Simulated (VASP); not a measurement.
Here is a VASP 6.6.1 calculation.

Contents of INCAR:

```
SYSTEM = CoSi2
ALGO = Normal ; EDIFF = 1E-6
ENCUT = 520 ; GGA = PE
ISIF = 2 ; ISMEAR = 0
LASPH = .True. ; LCHARG = .False.
LREAL = .False. ; LWAVE = .False.
NBANDS = 36 ; NELM = 60
PREC = Accurate ; SIGMA = 0.15
```

KPOINTS

```
k-points
0
Gamma
  14 14 5
  0 0 0
```

POSCAR

```
CoSi2
1.0
    2.6799390577     -2.6799390577      0.0000000000
    2.6799390577      0.0000000000     -2.6799390577
    8.8239797305      8.8239797305      8.8239797305
Co Si
3 6
Direct
    1.0000000000      0.0000000000      0.5821227325
    0.3333333333      0.3333333333      0.3796487816
    0.6666666667      0.6666666667      0.1771748307
    0.6666666667      0.6666666667      0.3290302939
    1.0000000000      0.0000000000      0.1265563430
    0.3333333333      0.3333333333      0.5315042447
    0.6666666667      0.6666666667      0.0253193676
    1.0000000000      1.0000000000      0.4302672693
    0.3333333333      0.3333333333      0.2277933184
```

Potentials or basis: VASP PAW PBE potentials, release 64 (Co, Si).

Run with:

```console
$ cat potpaw_PBE.64/Co/POTCAR potpaw_PBE.64/Si/POTCAR > POTCAR
$ mpirun -np 1 vasp_std > vasp.out
```

(1) Predict the largest force.

(2) What does it give for the pressure?

## Answers

(1) 0.777 eV/Å.

(2) -2.9 GPa.

Caveat: the cell differs from its parent crystal (the distance across one plane changed); the run has no spin polarisation, though such a crystal can be magnetic.
